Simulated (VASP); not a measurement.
# AlN in VASP: further runs

Aim: see how the results for AlN move with the level of theory and the settings. Levels: r2SCAN, PBEsol, HSE06. Tasks: single point.

Everything below comes from runs of VASP 6.6.1. Logs are shortened: lines on timing, memory, paths and dates and some standing lists are left out, and cuts for length are marked.

**1. The cell of the first run**

The cell holds layers of an interface, 4 atoms: a = 3.081 Å, b = 4.357 Å, c = 3.103 Å, α = 90.00°, β = 90.00°, γ = 90.00°.

**2. Single point, r2SCAN**

The input, POSCAR:

```
AlN
1.0
    2.1784270000     -2.1784270000      0.0000000000
    0.0000000000      0.0000000000      4.3568530000
   -2.1941910000     -2.1941910000      0.0000000000
Al N
2 2
Direct
    0.0000000000      0.0005220000      0.0000000000
    0.5000000000      0.5005220000      0.5000000000
    0.0000000000      0.2494780000      0.5000000000
    0.5000000000      0.7494780000      0.0000000000
```

The input, INCAR.step1:

```
SYSTEM = AlN
PREC = Accurate ; ENCUT = 580
ISMEAR = -1 ; SIGMA = 0.05
LREAL = .False. ; LASPH = .True.
NELM = 120 ; NBANDS = 16
GGA = PE ; ALGO = Normal
EDIFF = 1E-5 ; LWAVE = .True.
LCHARG = .False. ; GGA_COMPAT = .False.
```

The input, INCAR.step2:

```
SYSTEM = AlN
PREC = Accurate ; ENCUT = 580
EDIFF = 1E-6 ; ISMEAR = -1
SIGMA = 0.05 ; LREAL = .False.
LASPH = .True. ; NELM = 120
ALGO = Normal ; ISIF = 2
LWAVE = .False. ; LCHARG = .True.
METAGGA = R2SCAN ; LMIXTAU = .True.
LELF = .True. ; LVHAR = .True.
NBANDS = 16 ; ISTART = 1
GGA_COMPAT = .False.
```

The input, KPOINTS:

```
Automatic mesh
0
Gamma
  4 3 4
  0 0 0
```

Potentials or basis: VASP PAW PBE potentials, release 64 (Al, N).

Run with:

```console
$ cat potpaw_PBE.64/Al/POTCAR potpaw_PBE.64/N/POTCAR > POTCAR
$ cp INCAR.step1 INCAR
$ mpirun -np 1 vasp_std > vasp.out
$ cp INCAR.step2 INCAR
$ mpirun -np 1 vasp_std > vasp.out
```

OUTCAR:

```text
SYSTEM = AlN
   PREC = Accurate
   ENCUT = 580
   EDIFF = 1E-6
   ISMEAR = -1
   LREAL = .False.
   LASPH = .True.
   NELM = 120
   ISIF = 2
   METAGGA = R2SCAN
   ISTART = 1

 ion  position               nearest neighbor table
   1  0.000  0.001  0.000-   4 1.89   4 1.89   3 1.89   3 1.89   2 3.09   2 3.09   2 3.09   2 3.09
                             2 3.09   2 3.09   2 3.09   2 3.09
   2  0.500  0.501  0.500-   3 1.89   3 1.89   4 1.89   4 1.89   1 3.09   1 3.09   1 3.09   1 3.09
                             1 3.09   1 3.09   1 3.09   1 3.09
   3  0.000  0.249  0.500-   2 1.89   2 1.89   1 1.89   1 1.89
   4  0.500  0.749  0.000-   1 1.89   1 1.89   2 1.89   2 1.89

  LATTYP: Found a simple orthorhombic cell.
 ALAT       =     3.0807610080
 B/A-ratio  =     1.0072364142
 C/A-ratio  =     1.4142132378

  Lattice vectors:

 A1 = (  -2.1784270000,   2.1784270000,   0.0000000000)
 A2 = (  -2.1941910000,  -2.1941910000,   0.0000000000)
 A3 = (   0.0000000000,   0.0000000000,   4.3568530000)

Analysis of symmetry for initial positions (statically):
=====================================================================
 Subroutine PRICEL returns following result:

  LATTYP: Found a body centered orthorhombic cell.
 ALAT       =     3.0807610080
 B/A-ratio  =     1.0072364142
 C/A-ratio  =     1.4142132378

  Lattice vectors:

 A1 = (  -0.0078820000,  -2.1863090000,   2.1784265000)
 A2 = (   0.0078820000,   2.1863090000,   2.1784265000)
 A3 = (  -2.1863090000,  -0.0078820000,  -2.1784265000)

   2 primitive cells build up your supercell.

 Routine SETGRP: Setting up the symmetry group for a
 simple orthorhombic supercell.

 Subroutine GETGRP returns: Found  4 space group operations
 (whereof  4 operations were pure point group operations)
 out of a pool of  8 trial point group operations.

The static configuration has the point symmetry C_2v.

Analysis of symmetry for dynamics (positions and initial velocities):
=====================================================================
 Subroutine PRICEL returns following result:

  LATTYP: Found a body centered orthorhombic cell.
 ALAT       =     3.0807610080
 B/A-ratio  =     1.0072364142
 C/A-ratio  =     1.4142132378

  Lattice vectors:

 A1 = (  -0.0078820000,  -2.1863090000,   2.1784265000)
 A2 = (   0.0078820000,   2.1863090000,   2.1784265000)
 A3 = (  -2.1863090000,  -0.0078820000,  -2.1784265000)

   2 primitive cells build up your supercell.

 Routine SETGRP: Setting up the symmetry group for a
 simple orthorhombic supercell.

 Subroutine GETGRP returns: Found  4 space group operations
 (whereof  4 operations were pure point group operations)
 out of a pool of  8 trial point group operations.

The dynamic configuration has the point symmetry C_2v.

 Subroutine INISYM returns: Found  4 space group operations
 (whereof  4 operations are pure point group operations),
 and found     2 'primitive' translations

----------------------------------------------------------------------------------------

                                     Primitive cell

  volume of cell :      20.8253

  direct lattice vectors                    reciprocal lattice vectors
    -0.007882000 -2.186309000  2.178426500    -0.227874419 -0.227874419  0.229523466
     0.007882000  2.186309000  2.178426500    -0.229523413  0.229523413  0.229523466
    -2.186309000 -0.007882000 -2.178426500    -0.457397832  0.001648994  0.000000000

  length of vectors
     3.086349168  3.086349168  3.086349168     0.395644440  0.397546243  0.457400805

  position of ions in fractional coordinates (direct lattice)
     0.000522000  0.000522000  0.000000000
     0.749478000  0.249478000  0.500000000

  ion indices of the primitive-cell ions
   primitive index   ion index
                 1           1
                 2           3

----------------------------------------------------------------------------------------

 KPOINTS: Automatic mesh

Automatic generation of k-mesh.
 Grid dimensions read from file:
 generate k-points for:    4    3    4

 Generating k-lattice:

  Cartesian coordinates                     Fractional coordinates (reciprocal lattice)
     0.057380853 -0.057380853  0.000000000     0.250000000  0.000000000  0.000000000
     0.000000000  0.000000000  0.076507822     0.000000000  0.333333333  0.000000000
    -0.056968605 -0.056968605  0.000000000     0.000000000  0.000000000  0.250000000

  Length of vectors
     0.081148781  0.076507822  0.080565774

  Shift w.r.t. Gamma in fractional coordinates (k-lattice)
     0.000000000  0.000000000  0.000000000

 Subroutine IBZKPT returns following result:
 ===========================================

 Found     18 irreducible k-points:

 Following reciprocal coordinates:
            Coordinates               Weight
  0.000000  0.000000  0.000000      1.000000
  0.250000  0.000000  0.000000      2.000000
  0.500000  0.000000  0.000000      1.000000
  0.000000  0.333333  0.000000      2.000000
  0.250000  0.333333  0.000000      4.000000
  0.500000  0.333333  0.000000      2.000000
[... 10 lines left out ...]
  0.250000  0.333333  0.500000      4.000000
  0.500000  0.333333  0.500000      2.000000
   k-points           NKPTS =     18   k-points in BZ     NKDIM =     18   number of bands    NBANDS=     16
   number of dos      NEDOS =    301   number of ions     NIONS =      4
   total plane-waves  NPLWV =  20736
   dimension x,y,z NGX =    24 NGY =   36 NGZ =   24
   dimension x,y,z NGXF=    48 NGYF=   72 NGZF=   48
   ions per type =               2   2
   NGX,Y,Z   is equivalent  to a cutoff of  12.95, 13.74, 12.86 a.u.
   NGXF,Y,Z  is equivalent  to a cutoff of  25.90, 27.47, 25.72 a.u.
 SYSTEM =  AlN
   PREC   = accura    normal or accurate (medium, high low for compatibility)
   ISTART =      1    job   : 0-new  1-cont  2-samecut
   ICHARG =      0    charge: 1-file 2-atom 10-const
   ISPIN  =      1    spin polarized calculation?
   LNONCOLLINEAR =      F non collinear calculations
   LSORBIT =      F    spin-orbit coupling
   LASPH  =      T    aspherical Exc in radial PAW
   ENCUT  =  580.0 eV  42.63 Ry    6.53 a.u.   6.05  8.56  6.09*2*pi/ulx,y,z
   NELM   =    120;   NELMIN=  2; NELMDL=  0     # of ELM steps
   EDIFF  = 0.1E-05   stopping-criterion for ELM
   LREAL  =      F    real-space projection
   EDIFFG = 0.1E-04   stopping-criterion for IOM
   NSW    =      0    number of steps for IOM
   IBRION =     -1    ionic relax: 0-MD 1-quasi-New 2-CG
   NFREE  =      0    steps in history (QN), initial steepest desc. (CG)
   ISIF   =      2    stress and relaxation
   ISYM   =      2    0-nonsym 1-usesym 2-fastsym
   POTIM  = 0.5000    time-step for ionic-motion
   TEBEG  =    0.0;   TEEND  =   0.0 temperature during run
   PSTRESS=    0.0 pullay stress
   NELECT =      16.0000    total number of electrons
   NUPDOWN=      -1.0000    fix difference up-down
   EMIN   =  10.00;   EMAX   =-10.00  energy-range for DOS
   EFERMI =   0.00;   METHOD = LEGACY
   ISMEAR =    -1;   SIGMA  =   0.05  broadening in eV -4-tet -1-fermi 0-gaus
   EFERMI_NEDOS =   21; number of points for ismear=-14 and -15
   IALGO  =     38    algorithm
   IMIX   =      4    mixing-type and parameters
     AMIX     =   0.40;   BMIX     =  1.00
     AMIX_MAG =   1.60;   BMIX_MAG =  1.00
  volume/ion in A,a.u.               =      10.41        70.27
  Fermi-wavevector in a.u.,A,eV,Ry     =   1.190076  2.248918 19.269673  1.416281
  Thomas-Fermi vector in A             =   2.326169
   LORBIT       =      0    0 simple, 1 ext, 2 COOP (PROOUT), +10 PAW based schemes
   METAGGA = R2SCAN    functional components
   LHFCALC =     F    Hartree Fock is set to
   AEXX    =    0.0000 exact exchange contribution
   IVDW    =     0    specifies the selected vdW correction
   LEPSILON=     F    determine dielectric tensor
   LRPA    =     F    only Hartree local field effects (RPA)
 non-spin polarized calculation
  energy-cutoff  :      580.00
  volume of cell :       41.65
 maximum number of plane-waves:      1336
   NGX = 13   NGY = 17   NGZ = 13

 number of electron      15.9999999 magnetization

 Free energy of the ion-electron system (eV)
  ---------------------------------------------------
  ext. energy  EPLUGINS =         0.00000000
  ---------------------------------------------------
  free energy    TOTEN  =       -38.33652488 eV

  energy without entropy =      -38.33652488  energy(sigma->0) =      -38.33652488

 E-fermi :   6.8877     XC(G=0): -11.4178

 val. band max:        5.7331701137   @ k =   0.0000   0.0000   0.0000
 cond. band min:       9.6215238315   @ k =   0.0000   0.0000   0.0000
 fundamental gap:      3.8883537179
 Fermi energy:         6.8877097697

 k-point     1 :       0.0000    0.0000    0.0000
  band No.  band energies     occupation
      1     -10.0400      2.00000
      2      -7.3836      2.00000
      3       0.7736      2.00000
      4       3.8240      2.00000
      5       3.9310      2.00000
      6       5.6690      2.00000
[... 8 lines left out ...]
     15      20.9554      0.00000
     16      22.6131      0.00000

 k-point     2 :       0.2500    0.0000    0.0000
  band No.  band energies     occupation
      1      -9.4485      2.00000
      2      -7.4019      2.00000
      3       1.4453      2.00000
      4       2.0716      2.00000
      5       3.4900      2.00000
      6       4.2456      2.00000
[... 8 lines left out ...]
     15      19.9938      0.00000
     16      20.8262      0.00000

 k-point     3 :       0.5000    0.0000    0.0000
  band No.  band energies     occupation
      1      -8.1311      2.00000
      2      -8.1311      2.00000
      3       1.3231      2.00000
      4       1.3231      2.00000
      5       3.2346      2.00000
      6       3.2346      2.00000
[... 8 lines left out ...]
     15      18.9632      0.00000
     16      18.9632      0.00000
[... 248 lines left out ...]
 k-point    17 :       0.2500    0.3333    0.5000
  band No.  band energies     occupation
      1      -7.7408      2.00000
      2      -7.7408      2.00000
      3       0.7010      2.00000
      4       0.7010      2.00000
      5       3.3963      2.00000
      6       3.3963      2.00000
[... 8 lines left out ...]
     15      19.7361      0.00000
     16      19.7361      0.00000

 k-point    18 :       0.5000    0.3333    0.5000
  band No.  band energies     occupation
      1      -7.3609      2.00000
      2      -7.3609      2.00000
      3       1.3484      2.00000
      4       1.3484      2.00000
      5       2.8968      2.00000
      6       2.8968      2.00000
[... 8 lines left out ...]
     15      19.8775      0.00000
     16      19.8775      0.00000

------------------------ aborting loop because EDIFF is reached ----------------------------------------

  FORCE on cell =-STRESS in cart. coord.  units (eV):
  Direction    XX          YY          ZZ          XY          YZ          ZX
  --------------------------------------------------------------------------------------
  -------------------------------------------------------------------------------------
  Total        0.0149044      0.0149044      0.0038795     -0.3661358      0.0000000      0.0000000
  in kB        0.5733299      0.5733299      0.1492321    -14.0842071      0.0000000      0.0000000
  external PRESSURE =       0.4319640 kB  Pullay stress =       0.0000000 kB

 VOLUME and BASIS-vectors are now :
 -----------------------------------------------------------------------------
  energy-cutoff  :      580.00
  volume of cell :       41.65
      direct lattice vectors                 reciprocal lattice vectors
     2.178427000 -2.178427000  0.000000000     0.229523413 -0.229523413  0.000000000
     0.000000000  0.000000000  4.356853000     0.000000000  0.000000000  0.229523466
    -2.194191000 -2.194191000  0.000000000    -0.227874419 -0.227874419  0.000000000

 POSITION                                       TOTAL-FORCE (eV/Angst)
 -----------------------------------------------------------------------------------
      0.00000      0.00000      0.00227         0.000000     -0.000000     -0.005573
     -0.00788     -2.18631      2.18070         0.000000     -0.000000     -0.005573
     -1.09710     -1.09710      1.08694         0.000000     -0.000000      0.005573
      1.08921     -1.08921      3.26537        -0.000000      0.000000      0.005573
 -----------------------------------------------------------------------------------
    total drift:                               -0.000000     -0.000000     -0.000041

  FREE ENERGIE OF THE ION-ELECTRON SYSTEM (eV)
  ---------------------------------------------------
  free  energy   TOTEN  =       -38.3365248770 eV

  energy  without entropy=      -38.3365248770  energy(sigma->0) =      -38.33652488
```

Wall time 31 s (1 thread of AMD EPYC 9R45 (Zen 5), shared host); peak memory 0.13 GiB.

Results:

```yaml
Free_energy: -38.3365 eV
Pressure: 0.0 GPa
Largest_force: 0.006 eV/Å
Band_gap_on_the_k_mesh: 3.89 eV
```

Forces in eV/Å, atoms in the order of the input:
```
Al   0.000  0.000 -0.006
Al   0.000  0.000 -0.006
N    0.000  0.000  0.006
N    0.000  0.000  0.006
```

Levels at points of the mesh, in eV from the valence-band top:
```tsv
k point	band 6	band 7	band 8	band 9	band 10	band 11
(0.00, 0.00, 0.00)	-0.06	-0.02	0.00	3.89	4.86	9.41
(0.50, 0.00, 0.00)	-2.50	-0.60	-0.60	8.55	8.55	10.00
(0.00, 0.00, 0.50)	-2.52	-0.54	-0.54	8.57	8.57	10.11
(0.50, 0.00, 0.50)	-1.82	-1.82	-1.82	3.91	3.91	9.46
```

Caveat: the k points lie up to 0.51 Å⁻¹ apart; the PAW data sets were made with another functional, which shifts forces and pressure a little.

**3. Single point, PBEsol**

The input, INCAR:

```
SYSTEM = AlN
  PREC = Accurate
  ENCUT = 520
  EDIFF = 1E-6
  ISMEAR = -1
  SIGMA = 0.05
  LREAL = .False.
  LASPH = .True.
  NELM = 120
  ALGO = Normal
  ISIF = 2
  LWAVE = .False.
  LCHARG = .True.
  GGA = PS
  LELF = .True.
  LVHAR = .True.
  NBANDS = 16
  GGA_COMPAT = .False.
```

The input, KPOINTS:

```
Automatic mesh
0
Gamma
  6 4 6
  0 0 0
```

POSCAR: that of step 2 with these lines changed.

```diff
@@ -4,3 +4,3 @@
     0.0000000000      0.0000000000      4.3568530000
-   -2.1941910000     -2.1941910000      0.0000000000
+   -2.1941909153     -2.1941909153      0.0000000000
 Al N
```

Potentials or basis: VASP PAW PBE potentials, release 64 (Al, N).

Run with:

```console
$ cat potpaw_PBE.64/Al/POTCAR potpaw_PBE.64/N/POTCAR > POTCAR
$ mpirun -np 1 vasp_std > vasp.out
```

It took 13 s on 1 thread of AMD EPYC 9R45 (Zen 5), shared host; peak memory 0.13 GiB.

Results (log left out):

| Quantity | Value |
| --- | --- |
| Free energy | -31.2186 eV |
| Pressure | 1.4 GPa |
| Band gap on the k mesh | 3.15 eV |

Stress tensor (GPa, compression positive):
```
 1.25 -1.31  0.00
-1.31  1.25  0.00
 0.00  0.00  1.66
```

Levels at points of the mesh, in eV from the valence-band top:
```tsv
k point	band 6	band 7	band 8	band 9	band 10	band 11
(0.00, 0.00, 0.00)	-0.06	-0.02	0.00	3.15	4.11	8.42
(0.50, 0.00, 0.00)	-2.51	-0.60	-0.60	7.66	7.66	9.06
(0.00, 0.50, 0.00)	-1.07	-0.98	-0.98	5.86	5.86	10.10
(0.50, 0.50, 0.00)	-0.55	-0.50	-0.50	7.23	7.23	9.74
(0.00, 0.00, 0.50)	-2.53	-0.54	-0.54	7.68	7.68	9.16
(0.50, 0.00, 0.50)	-1.81	-1.81	-1.81	3.16	3.16	8.48
(0.00, 0.50, 0.50)	-0.49	-0.49	-0.49	7.29	7.29	9.74
(0.50, 0.50, 0.50)	-3.52	-2.77	-2.77	5.94	5.94	11.25
```

Caveat: the PAW data sets were made with another functional, which shifts forces and pressure a little.

**4. Single point, PBEsol**

The input, INCAR:

```
ALGO = Normal
EDIFF = 1E-6
ENCUT = 520
GGA = PS
GGA_COMPAT = False
ISIF = 2
ISMEAR = -1
LASPH = True
LCHARG = True
LELF = True
LREAL = False
LVHAR = True
LWAVE = False
NBANDS = 16
NELM = 120
PREC = Accurate
SIGMA = 0.05
```

The input, KPOINTS:

```
k-points
0
Gamma
  6 4 6
```

The input, POSCAR:

```
AlN
1.0
    2.1784270000     -2.1784270000      0.0000000000
    0.0000000000      0.0000000000      4.3568530000
   -2.1966870000     -2.1966870000      0.0000000000
Al N
2 2
Direct
    0.0000000000      0.0000000000      0.0000000000
    0.5000000000      0.5000000000      0.5000000000
    0.0000000000      0.2500000000      0.5000000000
    0.5000000000      0.7500000000      0.0000000000
```

Run with:

```console
$ cat potpaw_PBE.64/Al/POTCAR potpaw_PBE.64/N/POTCAR > POTCAR
$ mpirun -np 1 vasp_std > vasp.out
```

It took 13 s on 1 thread of AMD EPYC 9R45 (Zen 5), shared host; peak memory 0.13 GiB.

The run converged. Its results:

```yaml
Free_energy: -31.2181 eV
Pressure: 1.2 GPa
Largest_force: 0.078 eV/Å
Band_gap_on_the_k_mesh: 3.15 eV
```

Forces on the atoms (eV/Å):
```
Al   0.000  0.000  0.078
Al   0.000  0.000  0.078
N    0.000  0.000 -0.078
N    0.000  0.000 -0.078
```

Stress tensor (GPa, compression positive):
```
 1.01 -1.89  0.00
-1.89  1.01  0.00
 0.00  0.00  1.48
```

Levels at points of the mesh, in eV from the valence-band top:
```tsv
k point	band 4	band 5	band 6	band 7	band 8	band 9	band 10	band 11	band 12	band 13
(0.00, 0.00, 0.00)	-1.88	-1.78	-0.04	-0.01	0.00	3.15	4.11	8.42	12.33	12.44
(0.50, 0.00, 0.00)	-4.41	-2.49	-2.49	-0.58	-0.58	7.66	7.66	9.04	9.04	11.60
(0.00, 0.50, 0.00)	-2.91	-1.06	-1.06	-0.98	-0.98	5.86	5.86	10.09	10.09	11.44
(0.50, 0.50, 0.00)	-5.91	-0.54	-0.54	-0.49	-0.49	7.22	7.22	9.74	9.74	10.89
(0.00, 0.00, 0.50)	-4.41	-2.52	-2.52	-0.54	-0.54	7.69	7.69	9.17	9.17	11.58
(0.50, 0.00, 0.50)	-4.97	-1.79	-1.79	-1.79	-1.79	3.17	3.17	8.48	8.48	13.82
(0.00, 0.50, 0.50)	-5.94	-0.49	-0.49	-0.47	-0.47	7.30	7.30	9.74	9.74	11.05
(0.50, 0.50, 0.50)	-3.82	-3.50	-3.50	-2.75	-2.75	5.95	5.95	11.26	11.26	11.92
```

Caveat: the PAW data sets were made with another functional, which shifts forces and pressure a little.

(Part 1 of 2 ends here.)
